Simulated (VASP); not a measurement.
Input of a VASP 6.6.1 run:

Contents of INCAR:

```
ALGO = Fast
EDIFF = 1E-6
ENCUT = 520
GGA = PE
ISIF = 2
ISMEAR = 0
LASPH = T
LCHARG = F
LREAL = F
LWAVE = F
NBANDS = 13
NELM = 80
PREC = Accurate
SIGMA = 0.15
```

The input KPOINTS:

```
k-points
0
Gamma
  20 20 20
```

The input POSCAR:

```
W
1.0
   -1.4375700000      1.7570300000      1.5973000000
    1.4375700000     -1.7570300000      1.5973000000
    1.4375700000      1.7570300000     -1.5973000000
W
1
Direct
    0.0000000000      0.0000000000      0.0000000000
```

Potentials or basis: VASP PAW PBE potentials, release 64 (W_sv).

Launch:

```bash
$ cat potpaw_PBE.64/W_sv/POTCAR > POTCAR
$ mpirun -np 1 vasp_std > vasp.out
```

Problem. Estimate the pressure.

Solution. 4.8 GPa.

Problem. Estimate the band gap on the k mesh.

Solution. Zero (bands 7 and 8 overlap by 6.02 eV).

Stress tensor (GPa, compression positive):
```
 28.69   0.00   0.00
  0.00 -13.58   0.00
  0.00   0.00  -0.86
```

Caveat: the cell differs from its parent crystal (strain -0.1000 x Voigt [1, -1, 0, 0, 0, 0]); the cell stands under pressure; spin-orbit coupling is left out, which moves the levels of the heavy elements.
